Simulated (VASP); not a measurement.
# Si3Cl2 (P-3m1) in VASP: a series of runs

The runs below take Si3Cl2 through single point, with PBE.

All numbers are computed with VASP 6.6.1; they aren't measurements. Logs are shortened: lines on timing, memory, paths and dates and some standing lists are left out, and cuts for length are marked.

## 1. The cell of the first run

The structure is trigonal, space group P-3m1 (No. 164). The conventional cell has a = 4.349 Å, b = 4.349 Å, c = 5.907 Å, α = 90.00°, β = 90.00°, γ = 120.00°. Within 3.5 Å of Si (site symmetry 3m) lie 5 Cl at 2.69 to 3.22 Å and 6 Si at 2.69 to 3.17 Å. Within 3.5 Å of Si (site symmetry -3m) lie 6 Si at 2.69 Å and 6 Cl at 3.37 Å. Within 3.5 Å of Cl (site symmetry 3m) lie 8 Si at 2.69 to 3.37 Å and 3 Cl at 2.87 Å.

The cell was built from a structure type or drawn by symmetry, and may not be a known phase.

## 2. Single point, PBE

Contents of INCAR:

```
SYSTEM = Si3Cl2
PREC     = Accurate       ! precision mode
ENCUT    = 500            ! plane-wave cutoff, eV
EDIFF    = 1E-6           ! SCF threshold, eV
ISMEAR   = 0              ! smearing method
SIGMA    = 0.2            ! smearing width, eV
LREAL    = .FALSE.        ! projectors in reciprocal space
LASPH    = .TRUE.         ! aspherical terms in the spheres
NELM     = 120            ! most SCF steps
ALGO     = Normal         ! electronic algorithm
ISIF     = 2              ! what is computed and relaxed
LWAVE    = .FALSE.        ! write WAVECAR
LCHARG   = .TRUE.         ! write CHGCAR
GGA      = PE             ! functional
LELF     = .TRUE.         ! ELF
LVHAR    = .TRUE.       
NBANDS   = 21             ! bands
GGA_COMPAT= .FALSE.
```

Contents of KPOINTS:

```
regular mesh
0
G
  4 4 3
  0 0 0
```

Contents of POSCAR:

```
Si3Cl2
1.0
    4.3485758460      0.0000000000      0.0000000000
   -2.1742879230      3.7659771529      0.0000000000
    0.0000000000      0.0000000000      5.9068285728
Si Cl
3 2
Direct
    0.6666666667      0.3333333333      0.8365927106
    0.3333333333      0.6666666667      0.1634072894
    0.0000000000      0.0000000000      0.0000000000
    0.6666666667      0.3333333333      0.3815429677
    0.3333333333      0.6666666667      0.6184570323
```

Potentials or basis: VASP PAW PBE potentials, release 64 (Si, Cl).

Run with:

```bash
$ cat potpaw_PBE.64/Si/POTCAR potpaw_PBE.64/Cl/POTCAR > POTCAR
$ mpirun -np 1 vasp_std > vasp.out
```

OUTCAR:

```text
SYSTEM = Si3Cl2
   PREC = Accurate
   ENCUT = 500
   EDIFF = 1E-6
   ISMEAR = 0
   LREAL = .FALSE.
   LASPH = .TRUE.
   NELM = 120
   ISIF = 2
   GGA = PE

 ion  position               nearest neighbor table
   1  0.667  0.333  0.837-   4 2.69   3 2.69   3 2.69   3 2.69   5 2.82   5 2.82   5 2.82
   2  0.333  0.667  0.163-   5 2.69   3 2.69   3 2.69   3 2.69   4 2.82   4 2.82   4 2.82
   3  0.000  0.000  0.000-   1 2.69   2 2.69   2 2.69   1 2.69   1 2.69   2 2.69
   4  0.667  0.333  0.382-   1 2.69   2 2.82   2 2.82   2 2.82
   5  0.333  0.667  0.618-   2 2.69   1 2.82   1 2.82   1 2.82

  LATTYP: Found a hexagonal cell.
 ALAT       =     4.3485758460
 C/A-ratio  =     1.3583363340

  Lattice vectors:

 A1 = (   4.3485758460,   0.0000000000,   0.0000000000)
 A2 = (  -2.1742879230,   3.7659771529,   0.0000000000)
 A3 = (   0.0000000000,   0.0000000000,   5.9068285728)

Analysis of symmetry for initial positions (statically):
=====================================================================
 Subroutine PRICEL returns:
 Original cell was already a primitive cell.

 Routine SETGRP: Setting up the symmetry group for a
 hexagonal supercell.

 Subroutine GETGRP returns: Found 12 space group operations
 (whereof 12 operations were pure point group operations)
 out of a pool of 24 trial point group operations.

The static configuration has the point symmetry D_3d.

Analysis of symmetry for dynamics (positions and initial velocities):
=====================================================================
 Subroutine PRICEL returns:
 Original cell was already a primitive cell.

 Routine SETGRP: Setting up the symmetry group for a
 hexagonal supercell.

 Subroutine GETGRP returns: Found 12 space group operations
 (whereof 12 operations were pure point group operations)
 out of a pool of 24 trial point group operations.

The dynamic configuration has the point symmetry D_3d.

 Subroutine INISYM returns: Found 12 space group operations
 (whereof 12 operations are pure point group operations),
 and found     1 'primitive' translations

----------------------------------------------------------------------------------------

                                     Primitive cell

  volume of cell :      96.7340

  direct lattice vectors                    reciprocal lattice vectors
     4.348575846  0.000000000  0.000000000     0.229960345  0.132767667  0.000000000
    -2.174287923  3.765977153  0.000000000     0.000000000  0.265535334  0.000000000
     0.000000000  0.000000000  5.906828573     0.000000000  0.000000000  0.169295585

  length of vectors
     4.348575846  4.348575846  5.906828573     0.265535334  0.265535334  0.169295585

  position of ions in fractional coordinates (direct lattice)
     0.666666667  0.333333333  0.836592711
     0.333333333  0.666666667  0.163407289
     0.000000000  0.000000000  0.000000000
     0.666666667  0.333333333  0.381542968
     0.333333333  0.666666667  0.618457032

  ion indices of the primitive-cell ions
   primitive index   ion index
                 1           1
                 2           2
                 3           3
                 4           4
                 5           5

----------------------------------------------------------------------------------------

 KPOINTS: regular mesh

Automatic generation of k-mesh.
 Grid dimensions read from file:
 generate k-points for:    4    4    3

 Generating k-lattice:

  Cartesian coordinates                     Fractional coordinates (reciprocal lattice)
     0.057490086  0.033191917  0.000000000     0.250000000 -0.000000000  0.000000000
     0.000000000  0.066383833  0.000000000     0.000000000  0.250000000  0.000000000
     0.000000000  0.000000000  0.056431862     0.000000000  0.000000000  0.333333333

  Length of vectors
     0.066383833  0.066383833  0.056431862

  Shift w.r.t. Gamma in fractional coordinates (k-lattice)
     0.000000000  0.000000000  0.000000000

 Subroutine IBZKPT returns following result:
 ===========================================

 Found      9 irreducible k-points:

 Following reciprocal coordinates:
            Coordinates               Weight
  0.000000  0.000000  0.000000      1.000000
  0.250000  0.000000  0.000000      6.000000
  0.500000  0.000000  0.000000      3.000000
  0.250000  0.250000  0.000000      6.000000
  0.000000  0.000000  0.333333      2.000000
  0.250000  0.000000  0.333333      6.000000
  0.000000  0.250000  0.333333      6.000000
  0.500000  0.000000  0.333333      6.000000
  0.250000  0.250000  0.333333     12.000000
   k-points           NKPTS =      9   k-points in BZ     NKDIM =      9   number of bands    NBANDS=     21
   number of dos      NEDOS =    301   number of ions     NIONS =      5
   total plane-waves  NPLWV =  49152
   dimension x,y,z NGX =    32 NGY =   32 NGZ =   48
   dimension x,y,z NGXF=    64 NGYF=   64 NGZF=   96
   ions per type =               3   2
   NGX,Y,Z   is equivalent  to a cutoff of  12.23, 12.23, 13.51 a.u.
   NGXF,Y,Z  is equivalent  to a cutoff of  24.47, 24.47, 27.02 a.u.
 SYSTEM =  Si3Cl2
   PREC   = accura    normal or accurate (medium, high low for compatibility)
   ISTART =      0    job   : 0-new  1-cont  2-samecut
   ICHARG =      2    charge: 1-file 2-atom 10-const
   ISPIN  =      1    spin polarized calculation?
   LNONCOLLINEAR =      F non collinear calculations
   LSORBIT =      F    spin-orbit coupling
   LASPH  =      T    aspherical Exc in radial PAW
   ENCUT  =  500.0 eV  36.75 Ry    6.06 a.u.   7.93  7.93 10.77*2*pi/ulx,y,z
   NELM   =    120;   NELMIN=  2; NELMDL= -5     # of ELM steps
   EDIFF  = 0.1E-05   stopping-criterion for ELM
   LREAL  =      F    real-space projection
   EDIFFG = 0.1E-04   stopping-criterion for IOM
   NSW    =      0    number of steps for IOM
   IBRION =     -1    ionic relax: 0-MD 1-quasi-New 2-CG
   NFREE  =      0    steps in history (QN), initial steepest desc. (CG)
   ISIF   =      2    stress and relaxation
   ISYM   =      2    0-nonsym 1-usesym 2-fastsym
   POTIM  = 0.5000    time-step for ionic-motion
   TEBEG  =    0.0;   TEEND  =   0.0 temperature during run
   PSTRESS=    0.0 pullay stress
   NELECT =      26.0000    total number of electrons
   NUPDOWN=      -1.0000    fix difference up-down
   EMIN   =  10.00;   EMAX   =-10.00  energy-range for DOS
   EFERMI =   0.00;   METHOD = LEGACY
   ISMEAR =     0;   SIGMA  =   0.20  broadening in eV -4-tet -1-fermi 0-gaus
   EFERMI_NEDOS =   21; number of points for ismear=-14 and -15
   IALGO  =     38    algorithm
   IMIX   =      4    mixing-type and parameters
     AMIX     =   0.40;   BMIX     =  1.00
     AMIX_MAG =   1.60;   BMIX_MAG =  1.00
  volume/ion in A,a.u.               =      19.35       130.56
  Fermi-wavevector in a.u.,A,eV,Ry     =   1.056508  1.996511 15.186956  1.116210
  Thomas-Fermi vector in A             =   2.191747
   LORBIT       =      0    0 simple, 1 ext, 2 COOP (PROOUT), +10 PAW based schemes
   GGA     = PE    functional components
   LHFCALC =     F    Hartree Fock is set to
   AEXX    =    0.0000 exact exchange contribution
   IVDW    =     0    specifies the selected vdW correction
   LEPSILON=     F    determine dielectric tensor
   LRPA    =     F    only Hartree local field effects (RPA)
 non-spin polarized calculation
 Gauss-broadening in eV      SIGMA  =   0.20
  energy-cutoff  :      500.00
  volume of cell :       96.73
 maximum number of plane-waves:      2466
 NGX is ok and might be reduce to    32
   NGX = 15   NGY = 15   NGZ = 21

 number of electron      26.0000000 magnetization

 Free energy of the ion-electron system (eV)
  ---------------------------------------------------
  ext. energy  EPLUGINS =         0.00000000
  ---------------------------------------------------
  free energy    TOTEN  =       -18.14916576 eV

  energy without entropy =      -18.11110375  energy(sigma->0) =      -18.13013475

 E-fermi :   5.7372     XC(G=0):  -9.7992

 val. band max:        5.6601730423   @ k =   0.0000   0.0000   0.0000
 cond. band min:       5.8712137269   @ k =   0.2500   0.2500   0.0000
 fundamental gap:      0.2110406846
 Fermi energy:         5.7371743361

 k-point     1 :       0.0000    0.0000    0.0000
  band No.  band energies     occupation
      1     -10.8990      2.00000
      2      -9.0270      2.00000
      3      -4.6705      2.00000
      4      -1.4909      2.00000
      5       0.9574      2.00000
      6       0.9574      2.00000
[... 13 lines left out ...]
     20      10.3476      0.00000
     21      10.8026      0.00000

 k-point     2 :       0.2500    0.0000    0.0000
  band No.  band energies     occupation
      1     -10.6349      2.00000
      2      -9.2143      2.00000
      3      -4.1632      2.00000
      4      -1.9137      2.00000
      5       0.4099      2.00000
      6       0.4571      2.00000
[... 13 lines left out ...]
     20      10.7780      0.00000
     21      11.8040      0.00000

 k-point     3 :       0.5000    0.0000    0.0000
  band No.  band energies     occupation
      1     -10.2013      2.00000
      2      -9.5798      2.00000
      3      -3.1027      2.00000
      4      -2.4423      2.00000
      5      -1.0349      2.00000
      6      -0.3493      2.00000
[... 13 lines left out ...]
     20      11.7809      0.00000
     21      13.0259      0.00000

 k-point     4 :       0.2500    0.2500    0.0000
  band No.  band energies     occupation
      1     -10.2105      2.00000
      2      -9.5681      2.00000
      3      -3.2280      2.00000
      4      -2.0285      2.00000
      5      -1.3889      2.00000
      6      -0.2354      2.00000
[... 13 lines left out ...]
     20      11.7356      0.00000
     21      12.2358      0.00000

 k-point     5 :       0.0000    0.0000    0.3333
  band No.  band energies     occupation
      1     -10.8324      2.00000
      2      -9.1354      2.00000
      3      -4.8884      2.00000
      4      -0.3350      2.00000
      5       1.0731      2.00000
      6       1.0731      2.00000
[... 13 lines left out ...]
     20      10.5421      0.00000
     21      11.6246      0.00000

 k-point     6 :       0.2500    0.0000    0.3333
  band No.  band energies     occupation
      1     -10.5816      2.00000
      2      -9.2684      2.00000
      3      -4.5605      2.00000
      4      -0.8863      2.00000
      5      -0.1390      2.00000
      6       0.6855      2.00000
[... 13 lines left out ...]
     20      10.8634      0.00000
     21      12.3568      0.00000

 k-point     7 :       0.0000    0.2500    0.3333
  band No.  band energies     occupation
      1     -10.5807      2.00000
      2      -9.2714      2.00000
      3      -4.5228      2.00000
      4      -1.3210      2.00000
      5       0.2732      2.00000
      6       0.6644      2.00000
[... 13 lines left out ...]
     20      11.3130      0.00000
     21      12.4730      0.00000

 k-point     8 :       0.5000    0.0000    0.3333
  band No.  band energies     occupation
      1     -10.1719      2.00000
      2      -9.5812      2.00000
      3      -3.3315      2.00000
      4      -3.1249      2.00000
      5      -0.0786      2.00000
      6       0.3682      2.00000
[... 13 lines left out ...]
     20      12.3221      0.00000
     21      13.3325      0.00000

 k-point     9 :       0.2500    0.2500    0.3333
  band No.  band energies     occupation
      1     -10.1779      2.00000
      2      -9.5745      2.00000
      3      -3.6870      2.00000
      4      -2.0531      2.00000
      5      -1.5118      2.00000
      6       0.1748      2.00000
[... 13 lines left out ...]
     20      11.9928      0.00000
     21      12.4217      0.00000

------------------------ aborting loop because EDIFF is reached ----------------------------------------

  FORCE on cell =-STRESS in cart. coord.  units (eV):
  Direction    XX          YY          ZZ          XY          YZ          ZX
  --------------------------------------------------------------------------------------
  -------------------------------------------------------------------------------------
  Total        0.0639368      0.0639368      0.3173196      0.0000000      0.0000000     -0.0000000
  in kB        1.0589663      1.0589663      5.2556743      0.0000000      0.0000000     -0.0000000
  external PRESSURE =       2.4578689 kB  Pullay stress =       0.0000000 kB

 VOLUME and BASIS-vectors are now :
 -----------------------------------------------------------------------------
  energy-cutoff  :      500.00
  volume of cell :       96.73
      direct lattice vectors                 reciprocal lattice vectors
     4.348575846  0.000000000  0.000000000     0.229960345  0.132767667  0.000000000
    -2.174287923  3.765977153  0.000000000     0.000000000  0.265535334  0.000000000
     0.000000000  0.000000000  5.906828573     0.000000000  0.000000000  0.169295585

 POSITION                                       TOTAL-FORCE (eV/Angst)
 -----------------------------------------------------------------------------------
      2.17429      1.25533      4.94161         0.000000      0.000000      0.022116
     -0.00000      2.51065      0.96522        -0.000000     -0.000000     -0.022116
      0.00000      0.00000      0.00000        -0.000000      0.000000      0.000000
      2.17429      1.25533      2.25371        -0.000000     -0.000000     -0.029479
     -0.00000      2.51065      3.65312        -0.000000      0.000000      0.029479
 -----------------------------------------------------------------------------------
    total drift:                               -0.000000      0.000000      0.000000

  FREE ENERGIE OF THE ION-ELECTRON SYSTEM (eV)
  ---------------------------------------------------
  free  energy   TOTEN  =       -18.1491657619 eV

  energy  without entropy=      -18.1111037452  energy(sigma->0) =      -18.13013475
```

It took 24 s on 1 thread of Intel Xeon Platinum 8488C (Sapphire Rapids), shared host; peak memory 0.2 GiB.

What came out:

```yaml
Free_energy: -18.1492 eV
Pressure: 0.2 GPa
Largest_force: 0.029 eV/Å
Band_gap_on_the_k_mesh: zero (bands 13 and 14 overlap by 0.49 eV)
```

Forces on the atoms (eV/Å):
```
Si   0.000  0.000  0.022
Si   0.000  0.000 -0.022
Si   0.000  0.000  0.000
Cl   0.000  0.000 -0.029
Cl   0.000  0.000  0.029
```

Stress tensor (GPa, compression positive):
```
0.11 0.00 0.00
0.00 0.11 0.00
0.00 0.00 0.53
```

Levels at points of the mesh, in eV from the Fermi level:
| k point | band 11 | band 12 | band 13 | band 14 | band 15 | band 16 |
| --- | --- | --- | --- | --- | --- | --- |
| (0.00, 0.00, 0.00) | -1.53 | -1.47 | -1.47 | -0.08 | -0.08 | 1.38 |
| (0.50, 0.00, 0.00) | -2.27 | -2.01 | -0.48 | 1.89 | 2.19 | 2.75 |

Caveat: the k points lie up to 0.42 Å⁻¹ apart.

## 3. Single point, PBE

This run uses another cell than the first one, of 26.07 Å³/atom.

Contents of INCAR:

```
  PREC = Accurate
  ENCUT = 500
  EDIFF = 1E-6
  ISMEAR = 0
  SIGMA = 0.2
  LREAL = F
  LASPH = T
  NELM = 120
  ALGO = Normal
  ISIF = 2
  LWAVE = F
  LCHARG = F
  GGA = PE
  NBANDS = 21
  GGA_COMPAT = F
```

Contents of KPOINTS:

```
Automatic mesh
0
Gamma
  5 5 2
```

Contents of POSCAR:

```
Si3Cl2
1.0
    4.6146880990      0.0000000035      0.0000000000
   -2.3073440525      3.9964371225      0.0000000000
    0.0000000000      0.0000000000      7.0681862037
Si Cl
3 2
Direct
    0.0000000000      0.0000000000      0.6789613962
    0.0000000000      0.0000000000      0.3210386038
    0.0000000000      0.0000000000      0.0000000000
    0.3333333333      0.6666666667      0.3393457398
    0.6666666667      0.3333333333      0.6606542602
```

Potentials or basis: VASP PAW PBE potentials, release 64 (Si, Cl).

Run with:

```bash
$ cat potpaw_PBE.64/Si/POTCAR potpaw_PBE.64/Cl/POTCAR > POTCAR
$ mpirun -np 1 vasp_std > vasp.out
```

OUTCAR:

```text
PREC = Accurate
   ENCUT = 500
   EDIFF = 1E-6
   ISMEAR = 0
   LREAL = F
   LASPH = T
   NELM = 120
   ISIF = 2
   GGA = PE

 ion  position               nearest neighbor table
   1  0.000  0.000  0.679-   3 2.27   2 2.53   5 2.67   5 2.67   5 2.67
   2  0.000  0.000  0.321-   3 2.27   1 2.53   4 2.67   4 2.67   4 2.67
   3  0.000  0.000  0.000-   1 2.27   2 2.27
   4  0.333  0.667  0.339-   2 2.67   2 2.67   2 2.67
   5  0.667  0.333  0.661-   1 2.67   1 2.67   1 2.67
[... 428 lines left out ...]
  --------------------------------------------------------------------------------------
  -------------------------------------------------------------------------------------
  Total       -0.0947939     -0.0947939      0.0733494     -0.0000000      0.0000000      0.0000000
  in kB       -1.1651119     -1.1651119      0.9015381     -0.0000000      0.0000000      0.0000000
  external PRESSURE =      -0.4762286 kB  Pullay stress =       0.0000000 kB

 VOLUME and BASIS-vectors are now :
 -----------------------------------------------------------------------------
  energy-cutoff  :      500.00
  volume of cell :      130.35
      direct lattice vectors                 reciprocal lattice vectors
     4.614688099  0.000000003  0.000000000     0.216699369  0.125111439  0.000000000
    -2.307344052  3.996437123  0.000000000    -0.000000000  0.250222878  0.000000000
     0.000000000  0.000000000  7.068186204     0.000000000  0.000000000  0.141479012

 POSITION                                       TOTAL-FORCE (eV/Angst)
 -----------------------------------------------------------------------------------
      0.00000      0.00000      4.79903         0.000000      0.000000     -0.021353
      0.00000      0.00000      2.26916         0.000000     -0.000000      0.021353
      0.00000      0.00000      0.00000         0.000000     -0.000000      0.000000
     -0.00000      2.66429      2.39856        -0.000000      0.000000     -0.010102
      2.30734      1.33215      4.66963         0.000000     -0.000000      0.010102
 -----------------------------------------------------------------------------------
    total drift:                                0.000000     -0.000000      0.000000

  FREE ENERGIE OF THE ION-ELECTRON SYSTEM (eV)
  ---------------------------------------------------
  free  energy   TOTEN  =       -17.0683085696 eV

  energy  without entropy=      -16.9897044405  energy(sigma->0) =      -17.02900651
```

Wall time 24 s (1 thread of Intel Xeon Platinum 8488C (Sapphire Rapids), shared host); peak memory 0.24 GiB.

Results:

```
Free energy            : -17.0683 eV
Pressure               : 0.0 GPa
Largest force          : 0.021 eV/Å
Band gap on the k mesh : zero (bands 13 and 14 overlap by 0.49 eV)
```

Forces on the atoms (eV/Å):
```
Si   0.000  0.000 -0.021
Si   0.000  0.000  0.021
Si   0.000  0.000  0.000
Cl   0.000  0.000 -0.010
Cl   0.000  0.000  0.010
```

Caveat: the k points lie up to 0.44 Å⁻¹ apart.
